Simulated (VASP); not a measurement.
# KCl in VASP: notebook

Runs on KCl. Level: HSE06. Tasks: single point.

Everything below comes from runs of VASP 6.6.1. Logs are shortened: lines on timing, memory, paths and dates and some standing lists are left out, and cuts for length are marked.

### 1 The cell of the first run

Symmetry: I-4m2, No. 119, tetragonal system. Conventional cell: a = 4.960 Å, b = 4.960 Å, c = 6.944 Å, α = 90.00°, β = 90.00°, γ = 90.00°. K (site symmetry -4m2) has 4 Cl at 3.03 Å within 4.0 Å. Within 4.0 Å of Cl (site symmetry -4m2) lie 4 K at 3.03 Å.

### 2 Single point, HSE06 (uniaxial z strain -1.0%)

File POSCAR:

```
KCl
1.0
    0.0000000000      3.5072828304      3.4722100021
    3.5072828304      0.0000000000      3.4722100021
    3.5072828304      3.5072828304      0.0000000000
K Cl
1 1
Direct
    0.0000000000      0.0000000000      0.0000000000
    0.2500000000      0.2500000000      0.2500000000
```

File INCAR.step1:

```
PREC     = Accurate       # precision mode
ENCUT    = 520            # plane-wave cutoff, eV
EDIFF    = 1E-5           # SCF threshold, eV
ISMEAR   = 0              # smearing method
SIGMA    = 0.01           # smearing width, eV
LREAL    = F              # projectors in reciprocal space
LASPH    = T              # aspherical terms in the spheres
NELM     = 80             # most SCF steps
ALGO     = Normal         # electronic algorithm
ISIF     = 2              # what is computed and relaxed
LWAVE    = T              # write WAVECAR
LCHARG   = F              # write CHGCAR
NBANDS   = 15             # bands
GGA      = PE             # functional
```

File INCAR.step2:

```
PREC     = Accurate       # precision mode
ENCUT    = 520            # plane-wave cutoff, eV
EDIFF    = 1E-6           # SCF threshold, eV
ISMEAR   = 0              # smearing method
SIGMA    = 0.01           # smearing width, eV
LREAL    = F              # projectors in reciprocal space
LASPH    = T              # aspherical terms in the spheres
NELM     = 80             # most SCF steps
ALGO     = Normal         # electronic algorithm
ISIF     = 2              # what is computed and relaxed
LWAVE    = F              # write WAVECAR
LCHARG   = F              # write CHGCAR
GGA      = PE             # functional
LHFCALC  = T              # exact exchange
HFSCREEN = 0.2079         # screening, 1/A
PRECFOCK = Normal       
NBANDS   = 15             # bands
ISTART   = 1
```

File KPOINTS:

```
regular mesh
0
Gamma
  4 4 4
```

Potentials or basis: VASP PAW PBE potentials, release 64 (K_sv, Cl).

Launch:

```
$ cat potpaw_PBE.64/K_sv/POTCAR potpaw_PBE.64/Cl/POTCAR > POTCAR
$ cp INCAR.step1 INCAR
$ mpirun -np 1 vasp_std > vasp.out
$ cp INCAR.step2 INCAR
$ mpirun -np 1 vasp_std > vasp.out
```

OUTCAR:

```text
PREC = Accurate
   ENCUT = 520
   EDIFF = 1E-6
   ISMEAR = 0
   LREAL = F
   LASPH = T
   NELM = 80
   ISIF = 2
   GGA = PE
   LHFCALC = T
   HFSCREEN = 0.2079
   PRECFOCK = Normal
   ISTART = 1

 ion  position               nearest neighbor table
   1  0.000  0.000  0.000-   2 3.03   2 3.03   2 3.03   2 3.03
   2  0.250  0.250  0.250-   1 3.03   1 3.03   1 3.03   1 3.03

  LATTYP: Found a body centered tetragonal cell.
 ALAT       =     4.9600469458
 C/A-ratio  =     1.4000714268

  Lattice vectors:

 A1 = (   0.0000000000,  -3.5072828304,  -3.4722100021)
 A2 = (   0.0000000000,   3.5072828304,  -3.4722100021)
 A3 = (   3.5072828304,   0.0000000000,   3.4722100021)

Analysis of symmetry for initial positions (statically):
=====================================================================
 Subroutine PRICEL returns:
 Original cell was already a primitive cell.

 Routine SETGRP: Setting up the symmetry group for a
 body centered tetragonal supercell.

 Subroutine GETGRP returns: Found  8 space group operations
 (whereof  8 operations were pure point group operations)
 out of a pool of 16 trial point group operations.

The static configuration has the point symmetry D_2d.

Analysis of symmetry for dynamics (positions and initial velocities):
=====================================================================
 Subroutine PRICEL returns:
 Original cell was already a primitive cell.

 Routine SETGRP: Setting up the symmetry group for a
 body centered tetragonal supercell.

 Subroutine GETGRP returns: Found  8 space group operations
 (whereof  8 operations were pure point group operations)
 out of a pool of 16 trial point group operations.

The dynamic configuration has the point symmetry D_2d.

 Subroutine INISYM returns: Found  8 space group operations
 (whereof  8 operations are pure point group operations),
 and found     1 'primitive' translations

----------------------------------------------------------------------------------------

                                     Primitive cell

  volume of cell :      85.4235

  direct lattice vectors                    reciprocal lattice vectors
     0.000000000  3.507282830  3.472210002    -0.142560502  0.142560502  0.144000507
     3.507282830  0.000000000  3.472210002     0.142560502 -0.142560502  0.144000507
     3.507282830  3.507282830  0.000000000     0.142560502  0.142560502 -0.144000507

  length of vectors
     4.935309023  4.935309023  4.960046946     0.247756209  0.247756209  0.247756209

  position of ions in fractional coordinates (direct lattice)
     0.000000000  0.000000000  0.000000000
     0.250000000  0.250000000  0.250000000

  ion indices of the primitive-cell ions
   primitive index   ion index
                 1           1
                 2           2

----------------------------------------------------------------------------------------

 KPOINTS: regular mesh

Automatic generation of k-mesh.
 Grid dimensions read from file:
 generate k-points for:    4    4    4

 Generating k-lattice:

  Cartesian coordinates                     Fractional coordinates (reciprocal lattice)
    -0.035640125  0.035640125  0.036000127     0.250000000  0.000000000  0.000000000
     0.035640125 -0.035640125  0.036000127     0.000000000  0.250000000  0.000000000
     0.035640125  0.035640125 -0.036000127    -0.000000000 -0.000000000  0.250000000

  Length of vectors
     0.061939052  0.061939052  0.061939052

  Shift w.r.t. Gamma in fractional coordinates (k-lattice)
     0.000000000  0.000000000  0.000000000

 Subroutine IBZKPT returns following result:
 ===========================================

 Found     13 irreducible k-points:

 Following reciprocal coordinates:
            Coordinates               Weight
  0.000000  0.000000  0.000000      1.000000
  0.250000 -0.000000  0.000000      8.000000
  0.500000 -0.000000  0.000000      4.000000
  0.250000  0.250000  0.000000      2.000000
  0.500000  0.250000  0.000000      8.000000
 -0.250000  0.250000  0.000000      4.000000
  0.500000  0.500000  0.000000      1.000000
  0.250000  0.000000  0.250000      4.000000
  0.500000 -0.000000  0.250000     16.000000
 -0.250000  0.000000  0.250000      8.000000
 -0.250000  0.500000  0.250000      4.000000
  0.500000  0.000000  0.500000      2.000000
 -0.250000  0.250000  0.500000      2.000000
   k-points           NKPTS =     13   k-points in BZ     NKDIM =     64   number of bands    NBANDS=     15
   number of dos      NEDOS =    301   number of ions     NIONS =      2
   total plane-waves  NPLWV =  64000
   dimension x,y,z NGX =    40 NGY =   40 NGZ =   40
   dimension x,y,z NGXF=    80 NGYF=   80 NGZF=   80
   ions per type =               1   1
   NGX,Y,Z   is equivalent  to a cutoff of  13.47, 13.47, 13.41 a.u.
   NGXF,Y,Z  is equivalent  to a cutoff of  26.95, 26.95, 26.81 a.u.
 SYSTEM =  unknown system
   PREC   = accura    normal or accurate (medium, high low for compatibility)
   ISTART =      1    job   : 0-new  1-cont  2-samecut
   ICHARG =      0    charge: 1-file 2-atom 10-const
   ISPIN  =      1    spin polarized calculation?
   LNONCOLLINEAR =      F non collinear calculations
   LSORBIT =      F    spin-orbit coupling
   LASPH  =      T    aspherical Exc in radial PAW
   ENCUT  =  520.0 eV  38.22 Ry    6.18 a.u.   9.18  9.18  9.22*2*pi/ulx,y,z
   NELM   =     80;   NELMIN=  2; NELMDL=  0     # of ELM steps
   EDIFF  = 0.1E-05   stopping-criterion for ELM
   LREAL  =      F    real-space projection
   EDIFFG = 0.1E-04   stopping-criterion for IOM
   NSW    =      0    number of steps for IOM
   IBRION =     -1    ionic relax: 0-MD 1-quasi-New 2-CG
   NFREE  =      0    steps in history (QN), initial steepest desc. (CG)
   ISIF   =      2    stress and relaxation
   ISYM   =      3    0-nonsym 1-usesym 2-fastsym
   POTIM  = 0.5000    time-step for ionic-motion
   TEBEG  =    0.0;   TEEND  =   0.0 temperature during run
   PSTRESS=    0.0 pullay stress
   NELECT =      16.0000    total number of electrons
   NUPDOWN=      -1.0000    fix difference up-down
   EMIN   =  10.00;   EMAX   =-10.00  energy-range for DOS
   EFERMI =   0.00;   METHOD = LEGACY
   ISMEAR =     0;   SIGMA  =   0.01  broadening in eV -4-tet -1-fermi 0-gaus
   EFERMI_NEDOS =   21; number of points for ismear=-14 and -15
   IALGO  =     38    algorithm
   IMIX   =      1    mixing-type and parameters
     AMIX     =   0.40;   BMIX     =  1.00
     AMIX_MAG =   1.60;   BMIX_MAG =  1.00
  volume/ion in A,a.u.               =      42.71       288.23
  Fermi-wavevector in a.u.,A,eV,Ry     =   0.936675  1.770059 11.937211  0.877360
  Thomas-Fermi vector in A             =   2.063709
   LORBIT       =      0    0 simple, 1 ext, 2 COOP (PROOUT), +10 PAW based schemes
   GGA     = PE    functional components
   LHFCALC =     T    Hartree Fock is set to
   PRECFOCK=normal    Normal, Fast or Accurate (Low or Medium for compatibility)
   ENCUT4O =  -1.0   cutoff for four orbital integrals eV
   NKREDX  =     1    reduce k-point grid by
   NKREDY  =     1    reduce k-point grid by
   NKREDZ  =     1    reduce k-point grid by
   AEXX    =    0.2500 exact exchange contribution
   HFSCREEN=    0.2079 screening length (either q_TF or 0.3 A-1)
   HFSCREENC=   0.2079 screening length for correlation (either q_TF or 0.3 A-1)
   ENCUTFOCK=  -1.0 apply spherical cutoff to Coloumb kernel
   IVDW    =     0    specifies the selected vdW correction
   LEPSILON=     F    determine dielectric tensor
   LRPA    =     F    only Hartree local field effects (RPA)
 non-spin polarized calculation
 Gauss-broadening in eV      SIGMA  =   0.01
  energy-cutoff  :      520.00
  volume of cell :       85.42
 maximum number of plane-waves:      2312
 NGX is ok and might be reduce to    40
  NGX = 28; NGY = 28; NGZ = 28

 number of electron      16.0000001 magnetization

 Free energy of the ion-electron system (eV)
  ---------------------------------------------------
  ext. energy  EPLUGINS =         0.00000000
  ---------------------------------------------------
  free energy    TOTEN  =        -7.66181158 eV

  energy without entropy =       -7.66181158  energy(sigma->0) =       -7.66181158

 E-fermi :  -4.0163     XC(G=0):  -5.1799

 val. band max:       -4.1628955906   @ k =   0.5000   0.0000   0.5000
 cond. band min:       1.8760507171   @ k =   0.0000   0.0000   0.0000
 fundamental gap:      6.0389463077
 Fermi energy:        -4.0162733047

 k-point     1 :       0.0000    0.0000    0.0000
  band No.  band energies     occupation
      1     -33.4405      2.00000
      2     -17.0354      2.00000
      3     -15.5854      2.00000
      4     -15.5843      2.00000
      5     -15.5843      2.00000
      6      -4.2046      2.00000
      7      -4.2046      2.00000
      8      -4.2007      2.00000
      9       1.8761      0.00000
     10       6.8122      0.00000
     11       6.8894      0.00000
     12       7.8227      0.00000
     13       7.8227      0.00000
     14       7.8762      0.00000
     15       8.8334      0.00000

 k-point     2 :       0.2500   -0.0000    0.0000
  band No.  band energies     occupation
      1     -33.4388      2.00000
      2     -17.1206      2.00000
      3     -15.5908      2.00000
      4     -15.5905      2.00000
      5     -15.4876      2.00000
      6      -4.3799      2.00000
      7      -4.1910      2.00000
      8      -4.1855      2.00000
      9       2.7846      0.00000
     10       6.3511      0.00000
     11       6.3979      0.00000
     12       6.6707      0.00000
     13       7.8830      0.00000
     14       8.4002      0.00000
     15       8.4016      0.00000

 k-point     3 :       0.5000   -0.0000    0.0000
  band No.  band energies     occupation
      1     -33.4372      2.00000
      2     -17.1956      2.00000
      3     -15.5967      2.00000
      4     -15.5967      2.00000
      5     -15.4018      2.00000
      6      -4.5163      2.00000
      7      -4.1783      2.00000
      8      -4.1701      2.00000
      9       4.4138      0.00000
     10       4.6267      0.00000
     11       6.2810      0.00000
     12       6.3270      0.00000
     13       7.9939      0.00000
     14       8.0339      0.00000
     15       8.6807      0.00000
[... 145 lines left out ...]
 k-point    12 :       0.5000    0.0000    0.5000
  band No.  band energies     occupation
      1     -33.4361      2.00000
      2     -17.2410      2.00000
      3     -15.6150      2.00000
      4     -15.6124      2.00000
      5     -15.3208      2.00000
      6      -4.5860      2.00000
      7      -4.1641      2.00000
      8      -4.1629      2.00000
      9       3.7900      0.00000
     10       4.8896      0.00000
     11       7.2686      0.00000
     12       7.7820      0.00000
     13       7.8211      0.00000
     14       8.0247      0.00000
     15       8.4106      0.00000

 k-point    13 :      -0.2500    0.2500    0.5000
  band No.  band energies     occupation
      1     -33.4361      2.00000
      2     -17.2392      2.00000
      3     -15.6237      2.00000
      4     -15.6155      2.00000
      5     -15.3117      2.00000
      6      -4.4082      2.00000
      7      -4.3464      2.00000
      8      -4.1680      2.00000
      9       4.0244      0.00000
     10       4.8830      0.00000
     11       7.1089      0.00000
     12       7.1304      0.00000
     13       7.5579      0.00000
     14       8.0585      0.00000
     15       8.8813      0.00000

------------------------ aborting loop because EDIFF is reached ----------------------------------------

  FORCE on cell =-STRESS in cart. coord.  units (eV):
  Direction    XX          YY          ZZ          XY          YZ          ZX
  --------------------------------------------------------------------------------------
  -------------------------------------------------------------------------------------
  Total        0.1584763      0.1584763      0.1605119      0.0000000      0.0000000     -0.0000000
  in kB        2.9723326      2.9723326      3.0105107      0.0000000      0.0000000     -0.0000000
  external PRESSURE =       2.9850587 kB  Pullay stress =       0.0000000 kB

 VOLUME and BASIS-vectors are now :
 -----------------------------------------------------------------------------
  energy-cutoff  :      520.00
  volume of cell :       85.42
      direct lattice vectors                 reciprocal lattice vectors
     0.000000000  3.507282830  3.472210002    -0.142560502  0.142560502  0.144000507
     3.507282830  0.000000000  3.472210002     0.142560502 -0.142560502  0.144000507
     3.507282830  3.507282830  0.000000000     0.142560502  0.142560502 -0.144000507

 POSITION                                       TOTAL-FORCE (eV/Angst)
 -----------------------------------------------------------------------------------
      0.00000      0.00000      0.00000         0.000000      0.000000      0.000000
      1.75364      1.75364      1.73611        -0.000000     -0.000000      0.000000
 -----------------------------------------------------------------------------------
    total drift:                                0.000003      0.000001      0.000006

  FREE ENERGIE OF THE ION-ELECTRON SYSTEM (eV)
  ---------------------------------------------------
  free  energy   TOTEN  =        -7.6618115827 eV

  energy  without entropy=       -7.6618115827  energy(sigma->0) =       -7.66181158
```

It took 28 min on 1 thread of Intel Xeon 8259CL, shared host; peak memory 0.35 GiB.

What came out:

* Free energy: -7.6618 eV
* Pressure: 0.3 GPa
* Band gap on the k mesh: 6.04 eV (least direct gap 6.08 eV)

Caveat: the cell differs from its parent crystal (uniaxial z strain -1.0%); the structure was generated, so it needn't be the stable form of KCl; the PAW data sets were made with another functional, which shifts forces and pressure a little.

[end of part 1 of 2]
